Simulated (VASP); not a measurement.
B:

```xyz
1
Lattice="0.9066 -1.6926 0.0000 0.9066 1.6926 0.0000 0.0000 0.0000 2.6433" Properties=species:S:1:pos:R:3 pbc="T T T"
B     0.0000    0.0000    0.0000
```

```yaml
Program: VASP 6.6.1
Task: relaxation of cell and atoms
Functional: PBE
Potentials_or_basis: VASP PAW PBE potentials, release 64 (B)
Cutoff: 600 eV
k_mesh: 10 × 10 × 6
Occupations: gaussian, width 0.1 eV
Spin: no spin polarisation
```

At the start: pressure -26.3 GPa; volume 8.11 Å³/atom.

Problem. Where does the relaxation end?

Solution. Over 20 steps the energy falls by 353.0 meV/atom and the volume is 8.87 Å³/atom (+9.3 %); space group Cmmm (No. 65, to 0.1 Å) before, P6/mmm (No. 191, to 0.1 Å).

Step by step:
```csv
step,energy change (eV),largest force (eV/Å),pressure (GPa),volume (Å³)
1,0.0000,0.0000,-26.30,8.11
2,-0.1145,0.0000,39.32,6.61
3,-0.1899,0.0000,9.05,7.09
4,-0.2168,0.0000,17.09,7.30
5,-0.2174,0.0000,19.02,7.33
6,-0.2408,0.0000,14.27,7.59
7,-0.2769,0.0000,3.25,8.37
8,-0.2788,0.0000,0.81,8.59
9,-0.2793,0.0000,0.03,8.71
10,-0.2793,0.0000,-1.89,8.95
11,-0.2796,0.0000,-0.94,8.84
12,-0.2858,0.0000,-1.81,8.85
13,-0.3009,0.0000,-1.99,8.88
14,-0.3125,0.0000,-3.10,8.89
15,-0.3314,0.0000,9.66,8.80
16,-0.3364,0.0000,-4.44,8.89
17,-0.3527,0.0000,-0.49,8.85
18,-0.3523,0.0000,2.33,8.80
19,-0.3529,0.0000,0.46,8.84
20,-0.3530,0.0000,0.24,8.87
```

Final structure:
```xyz
1
Lattice="0.8484 -1.5012 0.0000 0.8484 1.5012 0.0000 0.0000 0.0000 3.4815" Properties=species:S:1:pos:R:3 pbc="T T T"
B     0.8484   -1.5012    0.0000
```

Caveat: the k points lie up to 0.43 Å⁻¹ apart in the final cell, too coarse for converged energies and pressures of a metal; a cell axis changed by over 15 % at a fixed basis, so the end point is rough.
